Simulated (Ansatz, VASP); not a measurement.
## Tl: VASP beside Ansatz

Contents of INCAR:

```
ALGO = Normal
EDIFF = 1E-6
ENCUT = 520
ISIF = 2
ISMEAR = 0
LASPH = T
LCHARG = F
LREAL = F
LWAVE = F
NBANDS = 12
NELM = 80
PREC = Accurate
SIGMA = 0.15
```

The input KPOINTS:

```
k-points
0
Gamma
  16 16 16
```

File POSCAR:

```
Tl
1.0
    0.0000000000      2.4663412330      2.5896582946
    2.4663412330      0.0000000000      2.5896582946
    2.4663412330      2.4663412330      0.0000000000
Tl
1
Direct
    0.0000000000      0.0000000000      0.0000000000
```

Input for Ansatz:

```yaml
crystal:
  lattice:
    - [0.0, 2.466341233, 2.5896582946]
    - [2.466341233, 0.0, 2.5896582946]
    - [2.466341233, 2.466341233, 0.0]
  atoms:
    - { symbol: Tl, position: [0.0, 0.0, 0.0] }
basis:
  ecutwfc: 420
kpoints:
  mp_grid: { grid: [16, 16, 16] }
hamiltonian:
  xc: lda
scf:
  occupations: { method: gaussian, width: 0.15 }
output:
  forces: true
  stress: true
  eigenvalues: true
```

Change from the starting cell: strain +0.000 along x and y, +0.050 along z, atoms carried along.

Alike in both runs: task single point; functional LDA; k mesh 16 × 16 × 16; occupations gaussian, width 0.15 eV; no spin polarisation.

|  | VASP | Ansatz |
| --- | --- | --- |
| version | VASP 6.6.1 | Ansatz 0.2.0 |
| potentials or method | VASP PAW LDA potentials, release 64 (Tl_d), cutoff 520 eV | scalar-relativistic, plane waves, PAW |
| valence electrons in the cell | 13 | 13 |

```csv
,VASP,Ansatz,Ansatz less VASP
gap on the k mesh at the Fermi level (eV),none,none,-
pressure (GPa),-4.4,-4.4,-0.03
"traceless stress, the component that is largest in VASP (GPa)",0.24,0.25,+0.008
```

LDA's correlation is that of Perdew and Zunger in VASP and of Perdew and Wang (1992) in Ansatz. A gap of «none» marks a metal or a gap that the smearing closes.

Spin-orbit coupling is off throughout.
